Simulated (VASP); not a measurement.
Here is a VASP 6.6.1 calculation.

INCAR

```
SYSTEM = Pt
  ALGO = Normal
  EDIFF = 1E-6
  ENCUT = 520
  GGA = CA
  ISIF = 2
  ISMEAR = 0
  LASPH = .True.
  LCHARG = .False.
  LREAL = .False.
  LWAVE = .False.
  NBANDS = 11
  NELM = 80
  PREC = Accurate
  SIGMA = 0.15
```

File KPOINTS:

```
k-points
0
Gamma
  22 22 22
  0 0 0
```

POSCAR

```
Pt
1.0
   -1.5604567000      1.5604567000      1.5366934000
    1.5604567000     -1.5604567000      1.5366934000
    1.5604567000      1.5604567000     -1.5366934000
Pt
1
Direct
    0.0000000000      0.0000000000      0.0000000000
```

Potentials or basis: VASP PAW LDA potentials, release 64 (Pt).

Launch:

```sh
$ cat potpaw_LDA.64/Pt/POTCAR > POTCAR
$ mpirun -np 1 vasp_std > vasp.out
```

Question: Estimate the band gap on the k mesh.

Answer: Zero (bands 5 and 6 overlap by 2.31 eV).

Question: What does it give for the pressure?

Answer: -0.2 GPa.

Stress tensor (GPa, compression positive):
```
 0.46  0.00  0.00
 0.00  0.46  0.00
 0.00  0.00 -1.42
```

Caveat: the cell differs from its parent crystal (strain -0.015 along x and y, -0.030 along z); spin-orbit coupling is left out, which moves the levels of the heavy elements.
